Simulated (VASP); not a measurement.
Input of a VASP 6.6.1 run:

The input INCAR:

```
ALGO = Normal
EDIFF = 1E-6
ENCUT = 520
GGA = PS
ISIF = 2
ISMEAR = -1
LASPH = T
LCHARG = F
LREAL = F
LWAVE = F
NBANDS = 16
NELM = 80
PREC = Accurate
SIGMA = 0.08
```

The input KPOINTS:

```
k-points
0
Gamma
  16 16 6
```

File POSCAR:

```
C
1.0
    2.4588354633      0.0000000000      0.0000000000
   -1.2294177317      2.1294139750      0.0000000000
    0.0000000000      0.0000000000      7.2856782297
C
4
Direct
    0.0000000000      0.0000000000      0.0025001779
    0.0000000000      0.0000000000      0.5025001779
    0.3333333333      0.6666666667      0.0024998221
    0.6666666667      0.3333333333      0.5024998221
```

Potentials or basis: VASP PAW PBE potentials, release 64 (C).

Launch:

```sh
$ cat potpaw_PBE.64/C/POTCAR > POTCAR
$ mpirun -np 1 vasp_std > vasp.out
```

(1) Predict the band gap on the k mesh.

(2) What does it give for the pressure?

## Answers

(1) 0.79 eV, direct.

(2) 0.6 GPa.

Caveat: the PAW data sets were made with another functional, which shifts forces and pressure a little; this functional lacks dispersion, which binds the layers, so the pressure and a relaxed spacing across them are unreliable.
